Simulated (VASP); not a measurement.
# Ir (P6_3/mmc) in VASP: further runs

Ir is run at these levels: PBE; tasks: single point.

Everything below comes from runs of VASP 6.6.1. Logs are shortened: lines on timing, memory, paths and dates and some standing lists are left out, and cuts for length are marked.

## 1. The cell of the first run

It takes space group P6_3/mmc (No. 194, hexagonal). The conventional cell has a = 2.751 Å, b = 2.751 Å, c = 4.641 Å, α = 90.00°, β = 90.00°, γ = 120.00°. Ir (site symmetry -6m2) has 12 Ir at 2.75 to 2.81 Å within 3.6 Å.

## 2. Single point, PBE (strain +0.000 along x and y, +0.040 along z)

INCAR

```
SYSTEM = Ir
PREC     = Accurate       ! precision mode
ENCUT    = 520            ! plane-wave cutoff, eV
EDIFF    = 1E-6           ! SCF threshold, eV
ISMEAR   = 0              ! smearing method
SIGMA    = 0.15           ! smearing width, eV
LREAL    = .FALSE.        ! projectors in reciprocal space
LASPH    = .TRUE.         ! aspherical terms in the spheres
NELM     = 80             ! most SCF steps
ALGO     = Normal         ! electronic algorithm
ISIF     = 2              ! what is computed and relaxed
LWAVE    = .FALSE.        ! write WAVECAR
LCHARG   = .TRUE.         ! write CHGCAR
GGA      = PE             ! functional
LELF     = .TRUE.         ! ELF
LVHAR    = .TRUE.       
NBANDS   = 16             ! bands
```

KPOINTS

```
Automatic mesh
0
G
  18 18 12
  0 0 0
```

POSCAR

```
Ir
1.0
    2.7513778946      0.0000000000      0.0000000000
   -1.3756889473      2.3827631521      0.0000000000
    0.0000000000      0.0000000000      4.6407816000
Ir
2
Direct
    0.6666666667      0.3333333333      0.7500000000
    0.3333333333      0.6666666667      0.2500000000
```

Potentials or basis: VASP PAW PBE potentials, release 64 (Ir).

Launch:

```console
$ cat potpaw_PBE.64/Ir/POTCAR > POTCAR
$ mpirun -np 1 vasp_std > vasp.out
```

OUTCAR:

```text
SYSTEM = Ir
   PREC = Accurate
   ENCUT = 520
   EDIFF = 1E-6
   ISMEAR = 0
   LREAL = .FALSE.
   LASPH = .TRUE.
   NELM = 80
   ISIF = 2
   GGA = PE

 ion  position               nearest neighbor table
   1  0.667  0.333  0.750-   2 2.81   2 2.81   2 2.81   2 2.81   2 2.81   2 2.81
   2  0.333  0.667  0.250-   1 2.81   1 2.81   1 2.81   1 2.81   1 2.81   1 2.81

  LATTYP: Found a hexagonal cell.
 ALAT       =     2.7513778946
 C/A-ratio  =     1.6867118141

  Lattice vectors:

 A1 = (   2.7513778946,   0.0000000000,   0.0000000000)
 A2 = (  -1.3756889473,   2.3827631521,   0.0000000000)
 A3 = (   0.0000000000,   0.0000000000,   4.6407816000)

Analysis of symmetry for initial positions (statically):
=====================================================================
 Subroutine PRICEL returns:
 Original cell was already a primitive cell.

 Routine SETGRP: Setting up the symmetry group for a
 hexagonal supercell.

 Subroutine GETGRP returns: Found 24 space group operations
 (whereof 12 operations were pure point group operations)
 out of a pool of 24 trial point group operations.

The static configuration has the point symmetry D_3d.
 The point group associated with its full space group is D_6h.

Analysis of symmetry for dynamics (positions and initial velocities):
=====================================================================
 Subroutine PRICEL returns:
 Original cell was already a primitive cell.

 Routine SETGRP: Setting up the symmetry group for a
 hexagonal supercell.

 Subroutine GETGRP returns: Found 24 space group operations
 (whereof 12 operations were pure point group operations)
 out of a pool of 24 trial point group operations.

The dynamic configuration has the point symmetry D_3d.
 The point group associated with its full space group is D_6h.

 Subroutine INISYM returns: Found 24 space group operations
 (whereof 12 operations are pure point group operations),
 and found     1 'primitive' translations

----------------------------------------------------------------------------------------

                                     Primitive cell

  volume of cell :      30.4244

  direct lattice vectors                    reciprocal lattice vectors
     2.751377895  0.000000000  0.000000000     0.363454254  0.209840411  0.000000000
    -1.375688947  2.382763152  0.000000000     0.000000000  0.419680823  0.000000000
     0.000000000  0.000000000  4.640781600     0.000000000  0.000000000  0.215480944

  length of vectors
     2.751377895  2.751377895  4.640781600     0.419680823  0.419680823  0.215480944

  position of ions in fractional coordinates (direct lattice)
     0.666666667  0.333333333  0.750000000
     0.333333333  0.666666667  0.250000000

  ion indices of the primitive-cell ions
   primitive index   ion index
                 1           1
                 2           2

----------------------------------------------------------------------------------------

 KPOINTS: Automatic mesh

Automatic generation of k-mesh.
 Grid dimensions read from file:
 generate k-points for:   18   18   12

 Generating k-lattice:

  Cartesian coordinates                     Fractional coordinates (reciprocal lattice)
     0.020191903  0.011657801  0.000000000     0.055555556  0.000000000  0.000000000
     0.000000000  0.023315601  0.000000000     0.000000000  0.055555556  0.000000000
     0.000000000  0.000000000  0.017956745     0.000000000  0.000000000  0.083333333

  Length of vectors
     0.023315601  0.023315601  0.017956745

  Shift w.r.t. Gamma in fractional coordinates (k-lattice)
     0.000000000  0.000000000  0.000000000

 Subroutine IBZKPT returns following result:
 ===========================================

 Found    259 irreducible k-points:

 Following reciprocal coordinates:
            Coordinates               Weight
  0.000000  0.000000  0.000000      1.000000
  0.055556 -0.000000  0.000000      6.000000
  0.111111 -0.000000  0.000000      6.000000
  0.166667 -0.000000  0.000000      6.000000
  0.222222 -0.000000  0.000000      6.000000
  0.277778  0.000000  0.000000      6.000000
[... 16 lines left out ...]
  0.333333  0.111111  0.000000     12.000000
  0.388889  0.111111  0.000000     12.000000
 [... further k-points ...]
   k-points           NKPTS =    259   k-points in BZ     NKDIM =    259   number of bands    NBANDS=     16
   number of dos      NEDOS =    301   number of ions     NIONS =      2
   total plane-waves  NPLWV =  14400
   dimension x,y,z NGX =    20 NGY =   20 NGZ =   36
   dimension x,y,z NGXF=    40 NGYF=   40 NGZF=   72
   ions per type =               2
   NGX,Y,Z   is equivalent  to a cutoff of  12.08, 12.08, 12.90 a.u.
   NGXF,Y,Z  is equivalent  to a cutoff of  24.17, 24.17, 25.79 a.u.
 SYSTEM =  Ir
   PREC   = accura    normal or accurate (medium, high low for compatibility)
   ISTART =      0    job   : 0-new  1-cont  2-samecut
   ICHARG =      2    charge: 1-file 2-atom 10-const
   ISPIN  =      1    spin polarized calculation?
   LNONCOLLINEAR =      F non collinear calculations
   LSORBIT =      F    spin-orbit coupling
   LASPH  =      T    aspherical Exc in radial PAW
   ENCUT  =  520.0 eV  38.22 Ry    6.18 a.u.   5.12  5.12  8.63*2*pi/ulx,y,z
   NELM   =     80;   NELMIN=  2; NELMDL= -5     # of ELM steps
   EDIFF  = 0.1E-05   stopping-criterion for ELM
   LREAL  =      F    real-space projection
   EDIFFG = 0.1E-04   stopping-criterion for IOM
   NSW    =      0    number of steps for IOM
   IBRION =     -1    ionic relax: 0-MD 1-quasi-New 2-CG
   NFREE  =      0    steps in history (QN), initial steepest desc. (CG)
   ISIF   =      2    stress and relaxation
   ISYM   =      2    0-nonsym 1-usesym 2-fastsym
   POTIM  = 0.5000    time-step for ionic-motion
   TEBEG  =    0.0;   TEEND  =   0.0 temperature during run
   PSTRESS=    0.0 pullay stress
   NELECT =      18.0000    total number of electrons
   NUPDOWN=      -1.0000    fix difference up-down
   EMIN   =  10.00;   EMAX   =-10.00  energy-range for DOS
   EFERMI =   0.00;   METHOD = LEGACY
   ISMEAR =     0;   SIGMA  =   0.15  broadening in eV -4-tet -1-fermi 0-gaus
   EFERMI_NEDOS =   21; number of points for ismear=-14 and -15
   IALGO  =     38    algorithm
   IMIX   =      4    mixing-type and parameters
     AMIX     =   0.40;   BMIX     =  1.00
     AMIX_MAG =   1.60;   BMIX_MAG =  1.00
  volume/ion in A,a.u.               =      15.21       102.66
  Fermi-wavevector in a.u.,A,eV,Ry     =   1.374332  2.597110 25.698518  1.888788
  Thomas-Fermi vector in A             =   2.499768
   LORBIT       =      0    0 simple, 1 ext, 2 COOP (PROOUT), +10 PAW based schemes
   GGA     = PE    functional components
   LHFCALC =     F    Hartree Fock is set to
   AEXX    =    0.0000 exact exchange contribution
   IVDW    =     0    specifies the selected vdW correction
   LEPSILON=     F    determine dielectric tensor
   LRPA    =     F    only Hartree local field effects (RPA)
 non-spin polarized calculation
 Gauss-broadening in eV      SIGMA  =   0.15
  energy-cutoff  :      520.00
  volume of cell :       30.42
 maximum number of plane-waves:       839
   NGX = 11   NGY = 11   NGZ = 17

 number of electron      17.9999999 magnetization

 Free energy of the ion-electron system (eV)
  ---------------------------------------------------
  ext. energy  EPLUGINS =         0.00000000
  ---------------------------------------------------
  free energy    TOTEN  =       -17.48376326 eV

  energy without entropy =      -17.45515800  energy(sigma->0) =      -17.46946063

 E-fermi :   9.2488     XC(G=0): -13.5574

 val. band max:        9.2452491449   @ k =   0.3333   0.0556   0.0000
 cond. band min:       9.2495725103   @ k =   0.2222   0.1667   0.4167
 fundamental gap:      0.0043233655
 Fermi energy:         9.2488348231

 k-point     1 :       0.0000    0.0000    0.0000
  band No.  band energies     occupation
      1      -1.1637      2.00000
      2       1.7418      2.00000
      3       5.4103      2.00000
      4       5.8651      2.00000
      5       5.8651      2.00000
      6       6.3675      2.00000
[... 8 lines left out ...]
     15      25.1357      0.00000
     16      26.5169      0.00000

 k-point     2 :       0.0556   -0.0000    0.0000
  band No.  band energies     occupation
      1      -1.0470      2.00000
      2       1.8506      2.00000
      3       5.3601      2.00000
      4       5.8927      2.00000
      5       5.9615      2.00000
      6       6.3015      2.00000
[... 8 lines left out ...]
     15      25.3071      0.00000
     16      26.6992      0.00000

 k-point     3 :       0.1111   -0.0000    0.0000
  band No.  band energies     occupation
      1      -0.7058      2.00000
      2       2.1575      2.00000
      3       5.1854      2.00000
      4       5.9714      2.00000
      5       6.1873      2.00000
      6       6.2464      2.00000
[... 8 lines left out ...]
     15      25.7714      0.00000
     16      27.0169      0.00000

 k-point     4 :       0.1667   -0.0000    0.0000
  band No.  band energies     occupation
      1      -0.1692      2.00000
      2       2.5874      2.00000
      3       4.9548      2.00000
      4       5.7359      2.00000
      5       5.7891      2.00000
      6       6.4352      2.00000
[... 8 lines left out ...]
     15      26.2055      0.00000
     16      26.8782      0.00000
[... 324 lines left out ...]
 k-point    22 :       0.2778    0.1111    0.0000
  band No.  band energies     occupation
      1       2.1737      2.00000
      2       3.2035      2.00000
      3       3.7635      2.00000
      4       4.8990      2.00000
      5       5.7312      2.00000
      6       5.8407      2.00000
[... 8 lines left out ...]
     15      21.4011      0.00000
     16      24.2491      0.00000

 k-point    23 :       0.3333    0.1111    0.0000
  band No.  band energies     occupation
      1       2.5778      2.00000
      2       2.9906      2.00000
      3       3.4186      2.00000
      4       5.3002      2.00000
      5       5.6560      2.00000
      6       6.2117      2.00000
[... 8 lines left out ...]
     15      20.1999      0.00000
     16      23.6971      0.00000

 k-point    24 :       0.3889    0.1111    0.0000
  band No.  band energies     occupation
      1       2.7424      2.00000
      2       2.8482      2.00000
      3       3.2074      2.00000
      4       5.6672      2.00000
      5       5.7435      2.00000
      6       5.9855      2.00000
[... 8 lines left out ...]
     15      19.1412      0.00000
     16      22.0023      0.00000

 [... further k-points ...]
[... 5 lines left out ...]
  --------------------------------------------------------------------------------------
  -------------------------------------------------------------------------------------
  Total       -1.6699717     -1.6699717     -3.8353287     -0.0000000     -0.0000000      0.0000000
  in kB      -87.9422243    -87.9422243   -201.9718865     -0.0000000     -0.0000000      0.0000000
  external PRESSURE =    -125.9521117 kB  Pullay stress =       0.0000000 kB

 VOLUME and BASIS-vectors are now :
 -----------------------------------------------------------------------------
  energy-cutoff  :      520.00
  volume of cell :       30.42
      direct lattice vectors                 reciprocal lattice vectors
     2.751377895  0.000000000  0.000000000     0.363454254  0.209840411  0.000000000
    -1.375688947  2.382763152  0.000000000     0.000000000  0.419680823  0.000000000
     0.000000000  0.000000000  4.640781600     0.000000000  0.000000000  0.215480944

 POSITION                                       TOTAL-FORCE (eV/Angst)
 -----------------------------------------------------------------------------------
      1.37569      0.79425      3.48059         0.000000      0.000000      0.000000
     -0.00000      1.58851      1.16020        -0.000000     -0.000000      0.000000
 -----------------------------------------------------------------------------------
    total drift:                                0.000000     -0.000000     -0.000000

  FREE ENERGIE OF THE ION-ELECTRON SYSTEM (eV)
  ---------------------------------------------------
  free  energy   TOTEN  =       -17.4837632606 eV

  energy  without entropy=      -17.4551579959  energy(sigma->0) =      -17.46946063
```

Run time: 68 s. Hardware: 1 thread of Intel Xeon 6975P-C, shared host; peak memory 0.23 GiB.

What came out:

* Free energy: -17.4838 eV
* Pressure: -12.6 GPa
* Band gap on the k mesh: zero (band 9 reaches 10.32 eV, above the bottom of band 10 at 7.16 eV)

Levels at points of the mesh, in eV from the Fermi level:
```csv
k point,band 6,band 7,band 8,band 9,band 10,band 11,band 12,band 13
"(0.00, 0.00, 0.00)",-2.88,-2.88,-1.79,-1.79,-0.92,0.31,0.31,5.95
"(0.50, 0.00, 0.00)",-2.92,-2.83,0.73,0.90,1.19,2.82,4.26,7.79
"(0.00, 0.00, 0.50)",-3.42,-3.42,-3.42,-0.37,-0.37,-0.37,-0.37,12.95
"(0.50, 0.00, 0.50)",-1.71,-0.75,-0.75,1.07,1.07,1.94,1.94,7.23
```

Caveat: the cell differs from its parent crystal (strain +0.000 along x and y, +0.040 along z); spin-orbit coupling is left out, which moves the levels of the heavy elements.

[end of part 1 of 2]
